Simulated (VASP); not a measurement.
The system is W8S15 (a cell with a defect).

```
W S
1.0
     6.30640    0.00000    0.00000
    -3.15320    5.46150    0.00000
     0.00000    0.00000   12.32300
W S
8 15
Direct
  0.16589 0.33291 0.25017
  0.16329 0.83145 0.25055
  0.66675 0.33519 0.25065
  0.66713 0.83182 0.25063
  0.33292 0.16576 0.75154
  0.33319 0.66876 0.75159
  0.83073 0.16563 0.75161
  0.83231 0.66686 0.75084
  0.16576 0.83349 0.62345
  0.66548 0.33304 0.62364
  0.66557 0.83354 0.62349
  0.33281 0.16570 0.12352
  0.33306 0.66700 0.12350
  0.83164 0.16602 0.12361
  0.83222 0.66612 0.12303
  0.16574 0.33362 0.87438
  0.16662 0.83404 0.87800
  0.66497 0.33224 0.87783
  0.66521 0.83405 0.87798
  0.33232 0.16564 0.37735
  0.33273 0.66661 0.37737
  0.83221 0.16625 0.37746
  0.83252 0.66623 0.37855
```

Base run:

* Program: VASP 6.6.1
* Functional: PBEsol
* Potentials or basis: VASP PAW PBE potentials, release 64 (W_sv, S)
* Cutoff: 350 eV
* k mesh: 4 × 4 × 2
* Occupations: gaussian, width 0.03 eV
* Spin: collinear spin
* Starting moments: [0.0, 0.0, 0.0, 0.0, 1.0, 1.0, 1.0, 0.0, 0.0, 0.0, 0.0, 0.0, 0.0, 0.0, 0.0, 0.0, 0.0, 0.0, 0.0, 0.0, 0.0, 0.0, 0.0] μB
* Fixed moment: 3 μB

Its results: net moment 3.00 μB per cell; site moments W +0.06, +0.03, +0.55, -0.01 (each value once); S +0.03, +0.01, +0.02 (each value once) μB; largest force 0.179 eV/Å.

Problem. The run is repeated on the same cell with these changes: k mesh from 4 × 4 × 2 to 3 × 3 × 2; fixed moment from 3 μB to none. What comes out?

Solution. Net moment 0.33 μB per cell; site moments W +0.00, -0.00, +0.08, +0.09 (each value once); S +0.00, -0.00 (each value once) μB; largest force 0.598 eV/Å.

Caveats: some runs use coarse meshes; the PAW data sets were made with another functional, which shifts forces and pressure a little; the total moment is fixed, so each spin has its own Fermi level (at least some runs).
